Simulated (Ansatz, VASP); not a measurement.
This is a calculation of Ru for Ansatz 0.2.0.

input.yaml

```yaml
crystal:
  lattice:
    - [2.7058, 0.0, 0.0]
    - [-1.3529, 2.3432915376, 0.0]
    - [0.0, 0.0, 4.2819]
  atoms:
    - { symbol: Ru, position: [0.6666666667, 0.3333333333, 0.75] }
    - { symbol: Ru, position: [0.3333333333, 0.6666666667, 0.25] }
hamiltonian:
  xc: r2scan0
  pseudopotentials: { kind: paw }
kpoints:
  mp_grid: { grid: [6, 6, 3] }
scf:
  occupations: { method: fermi_dirac, width: 0.05 }
output:
  forces: true
  stress: true
  eigenvalues: true
```

Potentials or basis: Ansatz PAW.

Command:

```bash
$ ansatz run input.yaml --threads 2 --pin off --max-ram 5632MiB --backend cpu --events-out ev --progress --plain --runs-dir out
```

**Question.** Translate it to VASP 6.6.1. Potentials there: VASP PAW PBE potentials, release 64 (Ru_pv).

**Answer.** As run (the cutoff follows the program's own potentials):

File POSCAR:

```
Ru
1.0
    2.7058000000      0.0000000000      0.0000000000
   -1.3529000000      2.3432915376      0.0000000000
    0.0000000000      0.0000000000      4.2819000000
Ru
2
Direct
    0.6666666667      0.3333333333      0.7500000000
    0.3333333333      0.6666666667      0.2500000000
```

The input INCAR.step1:

```
SYSTEM = Ru
PREC = Accurate ; ENCUT = 520
EDIFF = 1E-5 ; ISMEAR = -1
SIGMA = 0.05 ; LREAL = .FALSE.
LASPH = .TRUE. ; NELM = 60
ALGO = Normal ; ISIF = 2
LWAVE = .TRUE. ; LCHARG = .FALSE.
GGA = PE ; NBANDS = 21
```

INCAR.step2

```
SYSTEM = Ru
PREC = Accurate ; ENCUT = 520
EDIFF = 1E-6 ; ISMEAR = -1
SIGMA = 0.05 ; LREAL = .FALSE.
LASPH = .TRUE. ; NELM = 60
ALGO = Normal ; ISIF = 2
LWAVE = .FALSE. ; LCHARG = .FALSE.
METAGGA = R2SCAN ; LHFCALC = .TRUE.
AEXX = 0.25 ; LMIXTAU = .TRUE.
PRECFOCK = Normal ; ISTART = 1
NBANDS = 21
```

The input KPOINTS:

```
regular mesh
0
G
  6 6 3
  0 0 0
```

Potentials or basis: VASP PAW PBE potentials, release 64 (Ru_pv).

The run is started by

```console
$ cat potpaw_PBE.64/Ru_pv/POTCAR > POTCAR
$ cp INCAR.step1 INCAR
$ mpirun -np 1 vasp_std > vasp.out
$ cp INCAR.step2 INCAR
$ mpirun -np 1 vasp_std > vasp.out
```

Both were run:

|  | VASP | Ansatz | Ansatz less VASP |
| --- | --- | --- | --- |
| gap on the k mesh at the Fermi level (eV) | none | none | - |
| pressure (GPa) | -11.8 | -12.7 | -0.96 |
| traceless stress, the component that is largest in VASP (GPa) | -6.43 | -5.29 | +1.140 |

VASP's potentials were made for PBE, not for r2SCAN0. A gap of «none» marks a metal or a gap that the smearing closes. VASP's potentials hold 28 valence electrons a cell and Ansatz's 32, so a difference there can come from the potentials and not from the codes.

The k mesh is coarse, so the values compare programs but aren't converged.
